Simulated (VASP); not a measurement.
MoS2, 3 atoms in the cell. The cell holds a slab with vacuum, 3 atoms: a = 3.073 Å, b = 3.120 Å, c = 32.412 Å, α = 90.00°, β = 90.00°, γ = 119.50°.  This cell differs from its parent crystal: strain along x -0.020, then relaxed in part.

- Program: VASP 6.6.1
- Task: single point
- Functional: PBE
- Dispersion: D3(BJ)
- Potentials or basis: VASP PAW PBE potentials, release 64 (S, Mo_sv)
- Cutoff: 520 eV
- k mesh: 18 × 18 × 1
- Occupations: gaussian, width 0.1 eV
- Spin: no spin polarisation
- Dipole correction: yes
- Further INCAR settings: ALGO = Normal; EDIFF = 1e-06; NBANDS = 20

Potentials or basis: VASP PAW PBE potentials, release 64 (S, Mo_sv).

Command:

```console
$ cat potpaw_PBE.64/S/POTCAR potpaw_PBE.64/Mo_sv/POTCAR > POTCAR
$ mpirun -np 1 vasp_std > vasp.out
```

Hardware: 1 thread of Intel Xeon 8259CL, with other jobs on the host.

Problem. Estimate the wall time of this run.

Solution. Wall time 14 min on 1 thread of Intel Xeon 8259CL, on a shared host, peak memory 0.71 GiB. Counts: scf iterations 23, k points 91.
